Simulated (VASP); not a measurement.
The system is Li3Al3Mo.

```
Li Al Mo
1.0
     3.06017    0.00000    0.00000
    -1.53009    2.65019    0.00000
     0.00000    0.00000   15.83482
Li Al Mo
3 3 1
Cartesian
  0.0000 1.7668 2.2269
  1.5301 0.8834 4.7124
  0.0000 1.7668 13.6079
  0.0000 0.0000 0.0000
  0.0000 1.7668 9.4248
  1.5301 0.8834 11.3809
  0.0000 0.0000 7.1978
```

The cell was generated, and may not be a known phase.

```yaml
Program: VASP 6.6.1
Task: relaxation of cell and atoms
Functional: PBE
Potentials_or_basis: VASP PAW PBE potentials, release 64 (Li_sv, Al, Mo_sv)
Cutoff: 600 eV
k_mesh: 6 × 6 × 1
Occupations: gaussian, width 0.1 eV
Spin: no spin polarisation
```

At the start: pressure -5.5 GPa; volume 18.35 Å³/atom.

**Question.** Where does the relaxation end?

**Answer.** Over 8 steps the energy falls by 108.7 meV/atom and the volume is 16.49 Å³/atom (-10.1 %); space group P3m1 (No. 156, to 0.1 Å) before and after.

The path:
```
step  energy change (eV)  largest force (eV/Å)  pressure (GPa)  volume (Å³)
   1              0.0000                2.0347           -5.50       128.42
   2             -0.6384                0.5320           -0.95       116.98
   3             -0.6885                0.8064            1.23       113.48
   4             -0.7484                0.1605            0.08       114.71
   5             -0.7496                0.1600           -0.09       114.91
   6             -0.7535                0.1160            0.01       114.82
   7             -0.7592                0.0840            0.35       114.53
   8             -0.7612                0.0353           -0.20       115.43
```

Final structure:
```
Li Al Mo
1.0
     2.86463    0.00000    0.00000
    -1.43231    2.48084    0.00000
     0.00000    0.00000   16.24184
Li Al Mo
3 3 1
Cartesian
  0.0000 1.6539 2.2378
  1.4323 0.8269 4.9267
  0.0000 1.6539 13.9912
  2.8646 0.0000 0.0534
  0.0000 1.6539 9.4935
  1.4323 0.8269 11.7644
  0.0000 0.0000 7.3316
```

Caveat: the k points lie up to 0.42 Å⁻¹ apart in the final cell, too coarse for converged energies and pressures of a metal; the cutoff is under 1.25 times the usual one of these potentials, so pressure, stress and relaxed cells hold a basis-set (Pulay) error.
